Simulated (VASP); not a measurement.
# TiAg2 (P-3m1) in VASP: single point with PBE

Aim: the single point of TiAg2 with PBE.

Program: VASP 6.6.1. These are calculated values, not measurements. Logs are shortened: lines on timing, memory, paths and dates and some standing lists are left out, and cuts for length are marked.

**1. The cell of the first run**

The structure is trigonal, space group P-3m1 (No. 164). The conventional cell has a = 2.898 Å, b = 2.898 Å, c = 7.242 Å, α = 90.00°, β = 90.00°, γ = 120.00°. Within 3.8 Å of Ti (site symmetry -3m) lie 6 Ti at 2.90 Å and 6 Ag at 2.91 Å. Ag (site symmetry 3m) has 9 Ag at 2.90 to 2.99 Å and 3 Ti at 2.91 Å within 3.8 Å.

The cell was generated, and may not be a known phase.

**2. Single point, PBE, collinear spin**

INCAR reads:

```
PREC = Accurate ; ENCUT = 520
EDIFF = 1E-6 ; ISMEAR = 0
SIGMA = 0.1 ; LREAL = False
LASPH = True ; NELM = 150
ALGO = Fast ; ISIF = 2
LWAVE = False ; LCHARG = True
ISPIN = 2 ; MAGMOM = 0.38 0 0
LORBIT = 11 ; LMAXMIX = 4
GGA = PE ; LELF = True
LVHAR = True ; NBANDS = 28
```

KPOINTS reads:

```
Automatic mesh
0
Gamma
  18 18 6
```

POSCAR reads:

```
TiAg2
1.0
    2.8976226916     -0.0000000030      0.0000000000
   -1.4488113432      2.5094148630      0.0000000000
    0.0000000000      0.0000000000      7.2423791009
Ti Ag
1 2
Direct
    0.0000000000      0.0000000000      0.5000000000
    0.3333333333      0.6666666667      0.8291484204
    0.6666666667      0.3333333333      0.1708515796
```

Potentials or basis: VASP PAW PBE potentials, release 64 (Ti_sv, Ag).

Launch:

```console
cat potpaw_PBE.64/Ti_sv/POTCAR potpaw_PBE.64/Ag/POTCAR > POTCAR
mpirun -np 1 vasp_std > vasp.out
```

OUTCAR:

```text
PREC = Accurate
   ENCUT = 520
   EDIFF = 1E-6
   ISMEAR = 0
   LREAL = False
   LASPH = True
   NELM = 150
   ISIF = 2
   ISPIN = 2
   LORBIT = 11
   GGA = PE

 ion  position               nearest neighbor table
   1  0.000  0.000  0.500-   2 2.91   3 2.91   2 2.91   3 2.91   3 2.91   2 2.91
   2  0.333  0.667  0.829-   1 2.91   1 2.91   1 2.91   3 2.99   3 2.99   3 2.99
   3  0.667  0.333  0.171-   1 2.91   1 2.91   1 2.91   2 2.99   2 2.99   2 2.99

  LATTYP: Found a hexagonal cell.
 ALAT       =     2.8976226916
 C/A-ratio  =     2.4994210329

  Lattice vectors:

 A1 = (   2.8976226916,  -0.0000000030,   0.0000000000)
 A2 = (  -1.4488113432,   2.5094148630,   0.0000000000)
 A3 = (   0.0000000000,   0.0000000000,   7.2423791009)

Analysis of symmetry for initial positions (statically):
=====================================================================
 Subroutine PRICEL returns:
 Original cell was already a primitive cell.

 Routine SETGRP: Setting up the symmetry group for a
 hexagonal supercell.

 Subroutine GETGRP returns: Found 12 space group operations
 (whereof 12 operations were pure point group operations)
 out of a pool of 24 trial point group operations.

The static configuration has the point symmetry D_3d.

Analysis of symmetry for dynamics (positions and initial velocities):
=====================================================================
 Subroutine PRICEL returns:
 Original cell was already a primitive cell.

 Routine SETGRP: Setting up the symmetry group for a
 hexagonal supercell.

 Subroutine GETGRP returns: Found 12 space group operations
 (whereof 12 operations were pure point group operations)
 out of a pool of 24 trial point group operations.

The dynamic configuration has the point symmetry D_3d.

Analysis of structural, dynamic, and magnetic symmetry:
=====================================================================
 Subroutine PRICEL returns:
 Original cell was already a primitive cell.

 Routine SETGRP: Setting up the symmetry group for a
 hexagonal supercell.

 Subroutine GETGRP returns: Found 12 space group operations
 (whereof 12 operations were pure point group operations)
 out of a pool of 24 trial point group operations.

The overall configuration has the point symmetry D_3d.

 Subroutine INISYM returns: Found 12 space group operations
 (whereof 12 operations are pure point group operations),
 and found     1 'primitive' translations

----------------------------------------------------------------------------------------

                                     Primitive cell

  volume of cell :      52.6618

  direct lattice vectors                    reciprocal lattice vectors
     2.897622692 -0.000000003  0.000000000     0.345110495  0.199249637  0.000000000
    -1.448811343  2.509414863  0.000000000     0.000000000  0.398499274  0.000000000
     0.000000000  0.000000000  7.242379101     0.000000000  0.000000000  0.138076174

  length of vectors
     2.897622692  2.897622692  7.242379101     0.398499274  0.398499274  0.138076174

  position of ions in fractional coordinates (direct lattice)
     0.000000000  0.000000000  0.500000000
     0.333333333  0.666666667  0.829148420
     0.666666667  0.333333333  0.170851580

  ion indices of the primitive-cell ions
   primitive index   ion index
                 1           1
                 2           2
                 3           3

----------------------------------------------------------------------------------------

 KPOINTS: Automatic mesh

Automatic generation of k-mesh.
 Grid dimensions read from file:
 generate k-points for:   18   18    6

 Generating k-lattice:

  Cartesian coordinates                     Fractional coordinates (reciprocal lattice)
     0.019172805  0.011069424  0.000000000     0.055555556  0.000000000  0.000000000
     0.000000000  0.022138849  0.000000000     0.000000000  0.055555556  0.000000000
     0.000000000  0.000000000  0.023012696     0.000000000  0.000000000  0.166666667

  Length of vectors
     0.022138849  0.022138849  0.023012696

  Shift w.r.t. Gamma in fractional coordinates (k-lattice)
     0.000000000  0.000000000  0.000000000

 Subroutine IBZKPT returns following result:
 ===========================================

 Found    202 irreducible k-points:

 Following reciprocal coordinates:
            Coordinates               Weight
  0.000000  0.000000  0.000000      1.000000
  0.055556  0.000000  0.000000      6.000000
  0.111111  0.000000  0.000000      6.000000
  0.166667  0.000000  0.000000      6.000000
  0.222222  0.000000  0.000000      6.000000
  0.277778  0.000000  0.000000      6.000000
[... 16 lines left out ...]
  0.333333  0.111111  0.000000     12.000000
  0.388889  0.111111  0.000000     12.000000
 [... further k-points ...]
   k-points           NKPTS =    202   k-points in BZ     NKDIM =    202   number of bands    NBANDS=     28
   number of dos      NEDOS =    301   number of ions     NIONS =      3
   total plane-waves  NPLWV =  31104
   dimension x,y,z NGX =    24 NGY =   24 NGZ =   54
   dimension x,y,z NGXF=    48 NGYF=   48 NGZF=  108
   ions per type =               1   2
   NGX,Y,Z   is equivalent  to a cutoff of  13.77, 13.77, 12.40 a.u.
   NGXF,Y,Z  is equivalent  to a cutoff of  27.54, 27.54, 24.79 a.u.
 SYSTEM =  unknown system
   PREC   = accura    normal or accurate (medium, high low for compatibility)
   ISTART =      0    job   : 0-new  1-cont  2-samecut
   ICHARG =      2    charge: 1-file 2-atom 10-const
   ISPIN  =      2    spin polarized calculation?
   LNONCOLLINEAR =      F non collinear calculations
   LSORBIT =      F    spin-orbit coupling
   LASPH  =      T    aspherical Exc in radial PAW
   ENCUT  =  520.0 eV  38.22 Ry    6.18 a.u.   5.39  5.39 13.47*2*pi/ulx,y,z
   NELM   =    150;   NELMIN=  2; NELMDL= -5     # of ELM steps
   EDIFF  = 0.1E-05   stopping-criterion for ELM
   LREAL  =      F    real-space projection
   EDIFFG = 0.1E-04   stopping-criterion for IOM
   NSW    =      0    number of steps for IOM
   IBRION =     -1    ionic relax: 0-MD 1-quasi-New 2-CG
   NFREE  =      0    steps in history (QN), initial steepest desc. (CG)
   ISIF   =      2    stress and relaxation
   ISYM   =      2    0-nonsym 1-usesym 2-fastsym
   POTIM  = 0.5000    time-step for ionic-motion
   TEBEG  =    0.0;   TEEND  =   0.0 temperature during run
   PSTRESS=    0.0 pullay stress
   NELECT =      34.0000    total number of electrons
   NUPDOWN=      -1.0000    fix difference up-down
   EMIN   =  10.00;   EMAX   =-10.00  energy-range for DOS
   EFERMI =   0.00;   METHOD = LEGACY
   ISMEAR =     0;   SIGMA  =   0.10  broadening in eV -4-tet -1-fermi 0-gaus
   EFERMI_NEDOS =   21; number of points for ismear=-14 and -15
   IALGO  =     68    algorithm
   IMIX   =      4    mixing-type and parameters
     AMIX     =   0.40;   BMIX     =  1.00
     AMIX_MAG =   1.60;   BMIX_MAG =  1.00
  volume/ion in A,a.u.               =      17.55       118.46
  Fermi-wavevector in a.u.,A,eV,Ry     =   1.414933  2.673836 27.239355  2.002036
  Thomas-Fermi vector in A             =   2.536424
   LORBIT       =     11    0 simple, 1 ext, 2 COOP (PROOUT), +10 PAW based schemes
   GGA     = PE    functional components
   LHFCALC =     F    Hartree Fock is set to
   AEXX    =    0.0000 exact exchange contribution
   IVDW    =     0    specifies the selected vdW correction
   LEPSILON=     F    determine dielectric tensor
   LRPA    =     F    only Hartree local field effects (RPA)
 spin polarized calculation
 RMM-DIIS sequential band-by-band and
 Gauss-broadening in eV      SIGMA  =   0.10
  energy-cutoff  :      520.00
  volume of cell :       52.66
 maximum number of plane-waves:      1466
 NGX is ok and might be reduce to    24
   NGX = 11   NGY = 11   NGZ = 27

 number of electron      34.0000002 magnetization       0.0000583

 Free energy of the ion-electron system (eV)
  ---------------------------------------------------
  ext. energy  EPLUGINS =         0.00000000
  ---------------------------------------------------
  free energy    TOTEN  =       -13.03731971 eV

  energy without entropy =      -13.02227109  energy(sigma->0) =      -13.02979540

 E-fermi :   8.2934     XC(G=0): -11.8442

 val. band max:        8.2864345459   @ k =   0.3889   0.0000   0.5000
 cond. band min:       8.2951465157   @ k =   0.2222   0.0556   0.5000
 fundamental gap:      0.0087119698
 Fermi energy:         8.2933921617

 spin component 1

 k-point     1 :       0.0000    0.0000    0.0000
  band No.  band energies     occupation
      1     -48.7226      1.00000
      2     -25.0862      1.00000
      3     -24.6247      1.00000
      4     -24.6247      1.00000
      5       0.8933      1.00000
      6       1.9491      1.00000
[... 20 lines left out ...]
     27      24.1852      0.00000
[... 691 lines left out ...]
      6       2.3535      1.00000
[... 20 lines left out ...]
     27      19.0947      0.00000
     28      20.7551      0.00000

 [... further k-points ...]

 spin component 2

 k-point     1 :       0.0000    0.0000    0.0000
  band No.  band energies     occupation
      1     -48.7225      1.00000
      2     -25.0862      1.00000
      3     -24.6246      1.00000
      4     -24.6246      1.00000
      5       0.8933      1.00000
      6       1.9491      1.00000
[... 20 lines left out ...]
     27      24.1852      0.00000
[... 691 lines left out ...]
      6       2.3535      1.00000
[... 20 lines left out ...]
     27      19.0948      0.00000
     28      20.7610      0.00000

 [... further k-points ...]

------------------------ aborting loop because EDIFF is reached ----------------------------------------

  FORCE on cell =-STRESS in cart. coord.  units (eV):
  Direction    XX          YY          ZZ          XY          YZ          ZX
  --------------------------------------------------------------------------------------
  -------------------------------------------------------------------------------------
  Total       -0.0582754     -0.0582754     -0.0319949     -0.0000000     -0.0000000     -0.0000000
  in kB       -1.7729644     -1.7729644     -0.9734101     -0.0000000     -0.0000000     -0.0000000
  external PRESSURE =      -1.5064463 kB  Pullay stress =       0.0000000 kB

 VOLUME and BASIS-vectors are now :
 -----------------------------------------------------------------------------
  energy-cutoff  :      520.00
  volume of cell :       52.66
      direct lattice vectors                 reciprocal lattice vectors
     2.897622692 -0.000000003  0.000000000     0.345110495  0.199249637  0.000000000
    -1.448811343  2.509414863  0.000000000     0.000000000  0.398499274  0.000000000
     0.000000000  0.000000000  7.242379101     0.000000000  0.000000000  0.138076174

 POSITION                                       TOTAL-FORCE (eV/Angst)
 -----------------------------------------------------------------------------------
      0.00000      0.00000      3.62119         0.000000      0.000000      0.000000
      0.00000      1.67294      6.00501        -0.000000      0.000000      0.005239
      1.44881      0.83647      1.23737         0.000000     -0.000000     -0.005239
 -----------------------------------------------------------------------------------
    total drift:                                0.000000     -0.000000      0.000000

  FREE ENERGIE OF THE ION-ELECTRON SYSTEM (eV)
  ---------------------------------------------------
  free  energy   TOTEN  =       -13.0373197072 eV

  energy  without entropy=      -13.0222710875  energy(sigma->0) =      -13.02979540

 total charge

# of ion       s       p       d       tot
------------------------------------------
    1        2.221   6.084   1.888  10.193
    2        0.459   0.320   9.113   9.892
    3        0.459   0.320   9.113   9.892
--------------------------------------------------
tot          3.140   6.723  20.114  29.977

 magnetization (x)

# of ion       s       p       d       tot
------------------------------------------
    1       -0.000   0.000   0.000   0.000
    2        0.000   0.000   0.000   0.000
    3        0.000   0.000   0.000   0.000
--------------------------------------------------
tot          0.000   0.000   0.000   0.000
```

It took 15 min on 1 thread of AMD EPYC 9R14 (Zen 4), shared host; peak memory 0.5 GiB.

What came out:

```yaml
Free_energy: -13.0373 eV
Pressure: -0.2 GPa
Largest_force: 0.005 eV/Å
Band_gap_on_the_k_mesh: zero (filled and empty bands overlap)
Net_moment: 0.00 μB per cell
Valence_electrons_inside_the_program's_atomic_spheres: Ti 10.19; Ag 9.89
```

Forces on the atoms (eV/Å):
```
Ti   0.000  0.000  0.000
Ag   0.000  0.000  0.005
Ag   0.000  0.000 -0.005
```

Levels at points of the mesh, in eV from the Fermi level:
Spin up:
```
           k point  band 14  band 15  band 16  band 17  band 18  band 19  band 20  band 21
(0.00, 0.00, 0.00)    -3.65    -3.65    -3.52    -3.40    -0.39     0.93     0.93     2.34
(0.50, 0.00, 0.00)    -3.08    -1.70    -1.20     0.05     0.71     1.87     1.89     3.13
(0.00, 0.00, 0.50)    -3.99    -3.69    -3.69    -1.24    -0.43     0.93     0.93     2.35
(0.50, 0.00, 0.50)    -3.08    -1.72    -0.66    -0.23     0.28     1.58     1.83     2.91
```
Spin down:
```
           k point  band 14  band 15  band 16  band 17  band 18  band 19  band 20  band 21
(0.00, 0.00, 0.00)    -3.65    -3.65    -3.52    -3.40    -0.39     0.93     0.93     2.34
(0.50, 0.00, 0.00)    -3.08    -1.70    -1.20     0.05     0.71     1.87     1.89     3.13
(0.00, 0.00, 0.50)    -3.99    -3.69    -3.69    -1.24    -0.43     0.93     0.93     2.35
(0.50, 0.00, 0.50)    -3.08    -1.72    -0.66    -0.23     0.28     1.58     1.83     2.91
```
